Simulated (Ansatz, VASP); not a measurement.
**Cu: VASP beside Ansatz**

```
CELL_PARAMETERS angstrom
-1.44279 1.44279 1.37608
1.44279 -1.44279 1.37608
1.44279 1.44279 -1.37608
ATOMIC_POSITIONS crystal
Cu 0.00000 0.00000 0.00000
```

Alike in both runs: task single point; functional PBEsol; k mesh 20 × 20 × 20; occupations gaussian, width 0.01 eV; no spin polarisation.

```csv
,VASP,Ansatz
version,VASP 6.6.1,Ansatz 0.2.0
potentials or method,"VASP PAW PBE potentials, release 64 (Cu), cutoff 520 eV","scalar-relativistic, plane waves, PAW"
valence electrons in the cell,11,19
```

VASP gave:

- gap on the k mesh at the Fermi level (eV): none
- pressure (GPa): -0.8
- traceless stress, the component that is largest in VASP (GPa): -0.48

Task: Estimate Ansatz's values.

Result: gap on the k mesh at the Fermi level (eV): none; pressure (GPa): -1.5; traceless stress, the component that is largest in VASP (GPa): -0.44.

VASP's potentials were made for PBE, not for PBEsol. A gap of «none» marks a metal or a gap that the smearing closes. The functional is the same, so the differences come from potentials, cutoffs and numerics. VASP's potentials hold 11 valence electrons a cell and Ansatz's 19, so a difference there can come from the potentials and not from the codes.
